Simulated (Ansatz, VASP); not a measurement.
## Two plane-wave programs on TiO2

The input INCAR:

```
PREC = Accurate
ENCUT = 520
EDIFF = 1E-6
ISMEAR = 0
SIGMA = 0.05
LREAL = F
LASPH = T
NELM = 100
ALGO = Normal
ISIF = 2
LWAVE = F
LCHARG = F
GGA = PE
NBANDS = 33
```

KPOINTS

```
regular mesh
0
Gamma
  6 6 10
```

The input POSCAR:

```
TiO2
1.0
    4.6430645122      0.0000000000      0.0000000000
    0.0000000000      4.6430645122     -0.2321532256
    0.0000000000     -0.1482012200      2.9640243990
Ti O
2 4
Direct
    0.0000000000      0.0000000000      0.0000000000
    0.5000000000      0.5000000000      0.5000000000
    0.3051105247      0.3051105247      0.0000000000
    0.1948894753      0.8051105247      0.5000000000
    0.6948894753      0.6948894753      0.0000000000
    0.8051105247      0.1948894753      0.5000000000
```

Input for Ansatz:

```yaml
crystal:
  lattice:
    - [4.6430645122, 0.0, 0.0]
    - [0.0, 4.6430645122, -0.2321532256]
    - [0.0, -0.14820122, 2.964024399]
  atoms:
    - { symbol: Ti, position: [0.0, 0.0, 0.0] }
    - { symbol: Ti, position: [0.5, 0.5, 0.5] }
    - { symbol: O, position: [0.3051105247, 0.3051105247, 0.0] }
    - { symbol: O, position: [0.1948894753, 0.8051105247, 0.5] }
    - { symbol: O, position: [0.6948894753, 0.6948894753, 0.0] }
    - { symbol: O, position: [0.8051105247, 0.1948894753, 0.5] }
basis:
  ecutwfc: 420
kpoints:
  mp_grid: { grid: [6, 6, 10] }
hamiltonian:
  xc: pbe
scf:
  occupations: { method: gaussian, width: 0.05 }
output:
  forces: true
  stress: true
  eigenvalues: true
```

Change from the starting cell: strain -0.1000 x Voigt [0, 0, 0, 1, 0, 0], atoms carried along.

Alike in both runs: task single point; functional PBE; k mesh 6 × 6 × 10; occupations gaussian, width 0.05 eV; no spin polarisation.

|  | VASP | Ansatz |
| --- | --- | --- |
| version | VASP 6.6.1 | Ansatz 0.2.0 |
| potentials or method | VASP PAW PBE potentials, release 64 (Ti_sv, O), cutoff 520 eV | scalar-relativistic, plane waves, PAW |
| valence electrons in the cell | 48 | 48 |

VASP gave:

* gap on the k mesh at the Fermi level (eV): 1.79
* least direct gap on the mesh (eV): 1.86
* pressure (GPa): 2.9
* traceless stress, the component that is largest in VASP (GPa): 13.79
* rms of the force components (eV/Å): 0.260

Estimate Ansatz's values.

gap on the k mesh at the Fermi level (eV): 1.82; least direct gap on the mesh (eV): 1.88; pressure (GPa): 2.2; traceless stress, the component that is largest in VASP (GPa): 13.62; rms of the force components (eV/Å): 0.243.

Atom by atom the forces differ by 0.019 eV/Å (rms over components). The functional is the same, so the differences come from potentials, cutoffs and numerics.
